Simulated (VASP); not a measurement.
# Dy3C (C222) in VASP: single point with PBE

Aim: the single point of Dy3C with PBE.

Program: VASP 6.6.1. These are calculated values, not measurements. Logs are shortened: lines on timing, memory, paths and dates and some standing lists are left out, and cuts for length are marked.

## (1) The cell of the first run

It takes space group C222 (No. 21, orthorhombic). The conventional cell has a = 3.544 Å, b = 6.229 Å, c = 9.361 Å, α = 90.00°, β = 90.00°, γ = 90.00°. Dy (site symmetry 222) has 14 Dy at 3.54 to 4.45 Å within 4.7 Å. Within 3.1 Å of Dy (site symmetry 2) lie 2 C at 2.32 Å. C (site symmetry 222) has 4 Dy at 2.32 Å within 3.1 Å.

The cell was generated, and may not be a known phase.

## (2) Single point, PBE

File INCAR:

```
PREC = Accurate ; ENCUT = 600
EDIFF = 1E-6 ; ISMEAR = 0
SIGMA = 0.2 ; LREAL = False
LASPH = True ; NELM = 200
ALGO = Normal ; ISIF = 2
LWAVE = False ; LCHARG = False
GGA = PE ; NBANDS = 24
GGA_COMPAT = False ; LMAXMIX = 6
```

File KPOINTS:

```
regular mesh
0
Gamma
  7 7 2
```

File POSCAR:

```
Dy3C
1.0
    1.7719811727     -3.1144315730      0.0000000000
    1.7719811727      3.1144315730      0.0000000000
    0.0000000000      0.0000000000      9.3614592771
Dy C
3 1
Direct
    0.0000000000      0.0000000000      0.0000000000
    0.0000000000      0.5000000000      0.6569788494
    0.5000000000      0.0000000000      0.3430211506
    0.5000000000      0.5000000000      0.5000000000
```

Potentials or basis: VASP PAW PBE potentials, release 64 (Dy_3, C), 4f in core.

The run is started by

```
> cat potpaw_PBE.64/Dy_3/POTCAR potpaw_PBE.64/C/POTCAR > POTCAR
> mpirun -np 1 vasp_std > vasp.out
```

OUTCAR:

```text
PREC = Accurate
   ENCUT = 600
   EDIFF = 1E-6
   ISMEAR = 0
   LREAL = False
   LASPH = True
   NELM = 200
   ISIF = 2
   GGA = PE

 ion  position               nearest neighbor table
   1  0.000  0.000  0.000-   2 3.68   3 3.68   2 3.68   3 3.68
   2  0.000  0.500  0.657-   4 2.32   4 2.32   3 3.43   3 3.43   1 3.68   1 3.68
   3  0.500  0.000  0.343-   4 2.32   4 2.32   2 3.43   2 3.43   1 3.68   1 3.68
   4  0.500  0.500  0.500-   2 2.32   3 2.32   3 2.32   2 2.32

  LATTYP: Found a base centered orthorhombic cell.
 ALAT       =     3.5439623454
 B/A-ratio  =     1.7575985688
 C/A-ratio  =     2.6415233472

  Lattice vectors:

 A1 = (   1.7719811727,  -3.1144315730,   0.0000000000)
 A2 = (   1.7719811727,   3.1144315730,   0.0000000000)
 A3 = (   0.0000000000,   0.0000000000,   9.3614592771)

Analysis of symmetry for initial positions (statically):
=====================================================================
 Subroutine PRICEL returns:
 Original cell was already a primitive cell.

 Routine SETGRP: Setting up the symmetry group for a
 base centered orthorhombic supercell.

 Subroutine GETGRP returns: Found  4 space group operations
 (whereof  4 operations were pure point group operations)
 out of a pool of  8 trial point group operations.

The static configuration has the point symmetry D_2 .

Analysis of symmetry for dynamics (positions and initial velocities):
=====================================================================
 Subroutine PRICEL returns:
 Original cell was already a primitive cell.

 Routine SETGRP: Setting up the symmetry group for a
 base centered orthorhombic supercell.

 Subroutine GETGRP returns: Found  4 space group operations
 (whereof  4 operations were pure point group operations)
 out of a pool of  8 trial point group operations.

The dynamic configuration has the point symmetry D_2 .

 Subroutine INISYM returns: Found  4 space group operations
 (whereof  4 operations are pure point group operations),
 and found     1 'primitive' translations

----------------------------------------------------------------------------------------

                                     Primitive cell

  volume of cell :     103.3264

  direct lattice vectors                    reciprocal lattice vectors
[... 89 lines left out ...]
   ENCUT  =  600.0 eV  44.10 Ry    6.64 a.u.   7.16  7.16 18.70*2*pi/ulx,y,z
   NELM   =    200;   NELMIN=  2; NELMDL= -5     # of ELM steps
   EDIFF  = 0.1E-05   stopping-criterion for ELM
   LREAL  =      F    real-space projection
   EDIFFG = 0.1E-04   stopping-criterion for IOM
   NSW    =      0    number of steps for IOM
   IBRION =     -1    ionic relax: 0-MD 1-quasi-New 2-CG
   NFREE  =      0    steps in history (QN), initial steepest desc. (CG)
   ISIF   =      2    stress and relaxation
   ISYM   =      2    0-nonsym 1-usesym 2-fastsym
   POTIM  = 0.5000    time-step for ionic-motion
   TEBEG  =    0.0;   TEEND  =   0.0 temperature during run
   PSTRESS=    0.0 pullay stress
   NELECT =      31.0000    total number of electrons
   NUPDOWN=      -1.0000    fix difference up-down
   EMIN   =  10.00;   EMAX   =-10.00  energy-range for DOS
   EFERMI =   0.00;   METHOD = LEGACY
   ISMEAR =     0;   SIGMA  =   0.20  broadening in eV -4-tet -1-fermi 0-gaus
   EFERMI_NEDOS =   21; number of points for ismear=-14 and -15
   IALGO  =     38    algorithm
   IMIX   =      4    mixing-type and parameters
     AMIX     =   0.40;   BMIX     =  1.00
     AMIX_MAG =   1.60;   BMIX_MAG =  1.00
  volume/ion in A,a.u.               =      25.83       174.32
  Fermi-wavevector in a.u.,A,eV,Ry     =   1.095952  2.071049 16.342108  1.201111
  Thomas-Fermi vector in A             =   2.232285
   LORBIT       =      0    0 simple, 1 ext, 2 COOP (PROOUT), +10 PAW based schemes
   GGA     = PE    functional components
   LHFCALC =     F    Hartree Fock is set to
   AEXX    =    0.0000 exact exchange contribution
   IVDW    =     0    specifies the selected vdW correction
   LEPSILON=     F    determine dielectric tensor
   LRPA    =     F    only Hartree local field effects (RPA)
 non-spin polarized calculation
 Gauss-broadening in eV      SIGMA  =   0.20
  energy-cutoff  :      600.00
  volume of cell :      103.33
 maximum number of plane-waves:      3473
 NGX is ok and might be reduce to    30
   NGX = 15   NGY = 15   NGZ = 37

 number of electron      30.9999999 magnetization

 Free energy of the ion-electron system (eV)
  ---------------------------------------------------
  ext. energy  EPLUGINS =         0.00000000
  ---------------------------------------------------
  free energy    TOTEN  =       -22.64791177 eV

  energy without entropy =      -22.55138156  energy(sigma->0) =      -22.59964667

 E-fermi :   3.1212     XC(G=0):  -9.8698

 val. band max:        3.1190621122   @ k =   0.4286   0.1429   0.0000
 cond. band min:       3.1328876950   @ k =  -0.2857   0.2857   0.5000
 fundamental gap:      0.0138255829
 Fermi energy:         3.1212122636

 k-point     1 :       0.0000    0.0000    0.0000
  band No.  band energies     occupation
      1     -20.4201      2.00000
      2     -20.1819      2.00000
      3     -20.1520      2.00000
      4     -20.0567      2.00000
      5     -19.6793      2.00000
      6     -19.6204      2.00000
[... 637 lines left out ...]
     23       7.1821      0.00000
     24       7.5128      0.00000

 [... further k-points ...]

------------------------ aborting loop because EDIFF is reached ----------------------------------------

  FORCE on cell =-STRESS in cart. coord.  units (eV):
  Direction    XX          YY          ZZ          XY          YZ          ZX
  --------------------------------------------------------------------------------------
  -------------------------------------------------------------------------------------
  Total        0.2010131      0.6487787      0.2664753      0.0000000      0.0000000      0.0000000
  in kB        3.1169038     10.0599480      4.1319593      0.0000000      0.0000000      0.0000000
  external PRESSURE =       5.7696037 kB  Pullay stress =       0.0000000 kB

 VOLUME and BASIS-vectors are now :
 -----------------------------------------------------------------------------
  energy-cutoff  :      600.00
  volume of cell :      103.33
      direct lattice vectors                 reciprocal lattice vectors
     1.771981173 -3.114431573  0.000000000     0.282170041 -0.160542940  0.000000000
     1.771981173  3.114431573  0.000000000     0.282170041  0.160542940  0.000000000
     0.000000000  0.000000000  9.361459277     0.000000000  0.000000000  0.106820953

 POSITION                                       TOTAL-FORCE (eV/Angst)
 -----------------------------------------------------------------------------------
      0.00000      0.00000      0.00000         0.000000     -0.000000      0.000000
      0.88599      1.55722      6.15028         0.000000     -0.000000      0.052050
      0.88599     -1.55722      3.21118         0.000000      0.000000     -0.052050
      1.77198      0.00000      4.68073         0.000000     -0.000000      0.000000
 -----------------------------------------------------------------------------------
    total drift:                                0.000000      0.000000      0.000000

  FREE ENERGIE OF THE ION-ELECTRON SYSTEM (eV)
  ---------------------------------------------------
  free  energy   TOTEN  =       -22.6479117692 eV

  energy  without entropy=      -22.5513815609  energy(sigma->0) =      -22.59964667
```

OSZICAR:

```text
N       E                     dE             d eps       ncg     rms          rms(c)
DAV:   1     0.166207496716E+03    0.16621E+03   -0.14516E+04  1536   0.127E+03
DAV:   2    -0.471858226126E+01   -0.17093E+03   -0.16296E+03  1536   0.391E+02
DAV:   3    -0.260822029672E+02   -0.21364E+02   -0.19608E+02  2400   0.693E+01
DAV:   4    -0.271407761660E+02   -0.10586E+01   -0.10483E+01  2016   0.138E+01
DAV:   5    -0.271836954857E+02   -0.42919E-01   -0.42873E-01  2056   0.313E+00    0.401E+01
DAV:   6    -0.231203393928E+02    0.40634E+01   -0.28121E+01  2296   0.218E+01    0.237E+01
DAV:   7    -0.230813861657E+02    0.38953E-01   -0.80736E+00  2336   0.121E+01    0.181E+01
DAV:   8    -0.226961797583E+02    0.38521E+00   -0.13039E+00  2072   0.642E+00    0.187E+00
DAV:   9    -0.226480647983E+02    0.48115E-01   -0.54708E-01  2208   0.296E+00    0.971E-01
DAV:  10    -0.226478872806E+02    0.17752E-03   -0.31527E-02  2008   0.105E+00    0.660E-01
DAV:  11    -0.226482538509E+02   -0.36657E-03   -0.80347E-03  2496   0.465E-01    0.418E-01
DAV:  12    -0.226479103942E+02    0.34346E-03   -0.19223E-03  2288   0.229E-01    0.629E-02
DAV:  13    -0.226479133097E+02   -0.29155E-05   -0.86417E-05  2008   0.514E-02    0.130E-02
DAV:  14    -0.226479128520E+02    0.45770E-06   -0.27541E-05  2040   0.200E-02    0.872E-03
DAV:  15    -0.226479117766E+02    0.10754E-05   -0.44415E-06  1944   0.112E-02    0.499E-03
DAV:  16    -0.226479117692E+02    0.73937E-08   -0.55748E-07  1280   0.520E-03
   1 F= -.22647912E+02 E0= -.22599647E+02  d E =-.965302E-01
```

It took 2 min on 1 thread of Intel Xeon Platinum 8488C (Sapphire Rapids), shared host; peak memory 0.3 GiB.

What came out:

| Property | Result |
| --- | --- |
| Free energy | -22.6479 eV |
| Pressure | 0.6 GPa |
| Largest force | 0.052 eV/Å |
| Band gap on the k mesh | zero (an odd number of electrons rules out a gap without spin polarisation) |

Forces on the atoms (eV/Å):
```
Dy   0.000  0.000  0.000
Dy   0.000  0.000  0.052
Dy   0.000  0.000 -0.052
C    0.000  0.000  0.000
```

Caveat: spin-orbit coupling is left out, which moves the levels of the heavy elements; the 4f electrons are frozen in the core, so they carry no moment and show no levels.
